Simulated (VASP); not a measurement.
Runs of VASP 6.6.1 on CrO2. The structure is that of space group P4/mmm (No. 123), or close to it. The cells are those of the table. 

```csv
task,spin,cell,k mesh,gap on the mesh (eV),pressure (GPa),moment (μB),relaxed volume (Å³/atom)
single point,"collinear, ferrimagnetic start","a = 3.583, b = 3.583, c = 4.206 Å, 3 atoms",6 × 6 × 4,none,0.5,2.00,-
relaxation of cell and atoms,"collinear, ferromagnetic start","relaxed from a = 3.885 Å, 3 atoms",4 × 4 × 4,none,0.1,1.89,16.70
relaxation of cell and atoms,"collinear, ferrimagnetic start","relaxed from a = 3.583, b = 3.583, c = 4.206 Å, 3 atoms",6 × 6 × 4,none,0.0,2.00,(a)
single point,"collinear, ferromagnetic start","a = 3.885 Å, 3 atoms",4 × 4 × 4,none,(b),2.00,-
single point,"collinear, ferromagnetic start","a = 3.583, b = 3.583, c = 4.206 Å, 3 atoms",4 × 4 × 4,none,-2.1,1.11,-
```

Alike in all rows: level PBE; potentials or basis VASP PAW PBE potentials, release 64 (Cr_pv, O); cutoff (eV) 600; smearing gaussian 0.1 eV.

**Question.** Fill in the values left out.

**Answer.** (a) 18.05; (b) -17.3.

Caveats: all runs use coarse meshes; a cell with one magnetic atom can't hold antiferromagnetic order, which such compounds often take; semilocal functionals often make such compounds metallic where correlation or magnetic order opens a gap, which also shifts bond lengths.

A gap of «none» marks levels without a gap at the run's occupations.
